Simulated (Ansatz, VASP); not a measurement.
# One calculation of BP, two programs

Contents of POSCAR:

```
BP
1.0
    0.0000000000      2.2683154741      2.2683154741
    2.2683154741      0.0000000000      2.2683154741
    2.2683154741      2.2683154741      0.0000000000
B P
1 1
Direct
    0.0000000000      0.0000000000      0.0000000000
    0.2500000000      0.2500000000      0.2500000000
```

Contents of INCAR.step1:

```
SYSTEM = BP
PREC = Accurate ; ENCUT = 520
EDIFF = 1E-5 ; ISMEAR = 0
SIGMA = 0.01 ; LREAL = .FALSE.
LASPH = .TRUE. ; NELM = 80
ALGO = Normal ; ISIF = 2
LWAVE = .TRUE. ; NBANDS = 11
GGA = PE
```

File INCAR.step2:

```
SYSTEM = BP
PREC = Accurate ; ENCUT = 520
EDIFF = 1E-7 ; ISMEAR = 0
SIGMA = 0.01 ; LREAL = .FALSE.
LASPH = .TRUE. ; NELM = 80
ALGO = Normal ; ISIF = 2
LWAVE = .FALSE. ; LCHARG = .TRUE.
GGA = PE ; LHFCALC = .TRUE.
AEXX = 1.0 ; ALDAC = 0.0
AGGAC = 0.0 ; PRECFOCK = Normal
LELF = .TRUE. ; LVHAR = .TRUE.
NBANDS = 11 ; ISTART = 1
```

Contents of KPOINTS:

```
regular mesh
0
G
  6 6 6
  0 0 0
```

Input for Ansatz:

```yaml
crystal:
  lattice:
    - [0.0, 2.2683154741, 2.2683154741]
    - [2.2683154741, 0.0, 2.2683154741]
    - [2.2683154741, 2.2683154741, 0.0]
  atoms:
    - { symbol: B, position: [0.0, 0.0, 0.0] }
    - { symbol: P, position: [0.25, 0.25, 0.25] }
kpoints:
  mp_grid: { grid: [6, 6, 6] }
  band_path:
    path:
      - [0.0, 0.0, 0.0]
      - [-0.5, -0.5, 0.0]
      - [-0.375, -0.375, 0.25]
      - [-0.375, 0.0, 0.375]
      - [0.0, 0.0, 0.5]
      - [-0.5, -0.25, 0.25]
      - [0.0, 0.414062, 0.414062]
    npoints: 1
hamiltonian:
  xc: hf
scf:
  occupations: { method: fixed }
  n_extra_bands: 4
output:
  forces: true
  stress: true
  eigenvalues: true
```

Alike in both runs: task single point; functional HF; k mesh 6 × 6 × 6; no spin polarisation.

|  | VASP | Ansatz |
| --- | --- | --- |
| version | VASP 6.6.1 | Ansatz 0.2.0 |
| potentials or method | VASP PAW PBE potentials, release 64 (B, P) | plane waves, PAW |
| plane-wave cutoff (eV) | 520 | 420 |
| occupations | gaussian, width 0.01 eV | fixed |
| valence electrons in the cell | 8 | 8 |

Ansatz gave:

| Item | Value |
| --- | --- |
| gap on the k mesh at the Fermi level (eV) | 7.99 |
| pressure (GPa) | 5.8 |

Task: What did VASP give for the same quantities?

Result: gap on the k mesh at the Fermi level (eV): 8.09; pressure (GPa): 4.0.

VASP's potentials were made for PBE, not for HF. Ansatz's warnings: stress exchange threshold loose, stress scf threshold loose.
